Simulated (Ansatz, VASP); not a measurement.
# Ag in VASP and in Ansatz

```
Ag
1.0
     2.86749    0.00000    0.00000
    -1.43375    2.48332    0.00000
     0.00000    0.00000    4.69168
Ag
2
Direct
  0.33333 0.66667 0.25000
  0.66667 0.33333 0.75000
```

Alike in both runs: functional PBEsol; k mesh 18 × 18 × 10; occupations gaussian, width 0.1 eV; no spin polarisation.

Ansatz relaxed the structure, and its values are those at the end. VASP's run is a single point on that final structure, the one shown.

|  | VASP | Ansatz |
| --- | --- | --- |
| version | VASP 6.6.1 | Ansatz 0.2.0 |
| potentials or method | VASP PAW PBE potentials, release 64 (Ag), cutoff 520 eV | scalar-relativistic, plane waves, PAW |
| valence electrons in the cell | 22 | 38 |

|  | VASP | Ansatz | Ansatz less VASP |
| --- | --- | --- | --- |
| gap on the k mesh at the Fermi level (eV) | none | none | - |
| pressure (GPa) | -0.3 | 0.0 | +0.29 |

VASP's potentials were made for PBE, not for PBEsol. A gap of «none» marks a metal or a gap that the smearing closes. With one functional, cell and mesh, what is left measures potentials, basis and numerics. VASP's potentials hold 22 valence electrons a cell and Ansatz's 38, so a difference there can come from the potentials and not from the codes.
